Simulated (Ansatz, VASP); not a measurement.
**Ba in VASP and in Ansatz**

Contents of POSCAR:

```
Ba
1.0
    0.0000000000      3.2326650028      3.2326650028
    3.2326650028      0.0000000000      3.2326650028
    3.2326650028      3.2326650028      0.0000000000
Ba
1
Direct
    0.0000000000      0.0000000000      0.0000000000
```

File INCAR.step1:

```
SYSTEM = Ba
PREC = Accurate
ENCUT = 600
ISMEAR = -1
SIGMA = 0.08
LREAL = .False.
LASPH = .True.
NELM = 100
GGA = PE
ALGO = Normal
EDIFF = 1E-4
LWAVE = .True.
LCHARG = .False.
```

File INCAR.step2:

```
SYSTEM = Ba
PREC = Accurate
ENCUT = 600
EDIFF = 1E-6
ISMEAR = -1
SIGMA = 0.08
LREAL = .False.
LASPH = .True.
NELM = 100
ALGO = Normal
ISIF = 3
LWAVE = .False.
LCHARG = .False.
METAGGA = R2SCAN
LMIXTAU = .True.
IBRION = 2
NSW = 100
EDIFFG = -0.002
ISTART = 1
```

Contents of KPOINTS:

```
Automatic mesh
0
Gamma
  14 14 14
  0 0 0
```

Input for Ansatz:

```yaml
crystal:
  lattice:
    - [0.0, 3.2326650028, 3.2326650028]
    - [3.2326650028, 0.0, 3.2326650028]
    - [3.2326650028, 3.2326650028, 0.0]
  atoms:
    - { symbol: Ba, position: [0.0, 0.0, 0.0] }
kpoints:
  mp_grid: { grid: [14, 14, 14] }
scf:
  occupations: { method: fermi_dirac, width: 0.08 }
hamiltonian:
  xc: r2scan
  pseudopotentials: { kind: paw }
relax:
  f_tol: 0.002
  max_steps: 80
  cell: {}
output:
  forces: true
  stress: true
```

Alike in both runs: task relaxation of cell and atoms; functional r2SCAN; k mesh 14 × 14 × 14; occupations fermi-dirac, width 0.08 eV; no spin polarisation.

|  | VASP | Ansatz |
| --- | --- | --- |
| version | VASP 6.6.1 | Ansatz 0.2.0 |
| potentials or method | VASP PAW PBE potentials, release 64 (Ba_sv) | PAW with Ansatz's default frozen-core files, scalar-relativistic |
| plane-wave cutoff (eV) | 600 | 500 |
| valence electrons in the cell | 10 | 10 |

|  | VASP | Ansatz | Ansatz less VASP |
| --- | --- | --- | --- |
| relaxed volume (Å³/atom) | 67.37 | 67.56 | +0.193 |
| relaxed cell length with the largest relative difference (Å) | 4.567 | 4.572 | +0.0044 |

VASP's potentials were made for PBE, not for r2SCAN.

Neither program's run includes spin-orbit coupling.
